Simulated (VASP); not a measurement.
A run of VASP 6.6.1 is set up as follows.

The input INCAR:

```
ALGO = Normal ; EDIFF = 1E-7
ENCUT = 520 ; GGA = PS
ISIF = 2 ; ISMEAR = -1
LASPH = True ; LCHARG = True
LELF = True ; LREAL = False
LVHAR = True ; LWAVE = False
NBANDS = 33 ; NELM = 80
PREC = Accurate ; SIGMA = 0.03
```

Contents of KPOINTS:

```
k-points
0
Gamma
  6 6 6
```

The input POSCAR:

```
AlSb3Rh2
1.0
   -3.7417803666      2.8171232398      2.8855505462
    3.7417803666     -2.8171232398      2.8855505462
    3.7417803666      2.8171232398     -2.8855505462
Al Sb Rh
1 3 2
Direct
    0.0184375598      0.0184375598      0.0000000000
    0.6290913001      0.3864035195      0.7573122194
    0.6290913001      0.8717790807      0.2426877806
    0.2422896164      0.7422896164      0.5000000000
    0.6159434116      0.3655451118      0.2503982998
    0.1151468120      0.3655451118      0.7496017002
```

Potentials or basis: VASP PAW PBE potentials, release 64 (Al, Sb, Rh_pv).

Command:

```bash
$ cat potpaw_PBE.64/Al/POTCAR potpaw_PBE.64/Sb/POTCAR potpaw_PBE.64/Rh_pv/POTCAR > POTCAR
$ mpirun -np 1 vasp_std > vasp.out
```

(1) Estimate the pressure.

(2) What does it give for the band gap on the k mesh?

(3) Predict the largest force.

Results:

(1) 0.0 GPa.

(2) zero (band 24 reaches 9.70 eV, above the bottom of band 25 at 8.29 eV).

(3) 0.040 eV/Å.

Caveat: the PAW data sets were made with another functional, which shifts forces and pressure a little; spin-orbit coupling is left out, which moves the levels of the heavy elements.
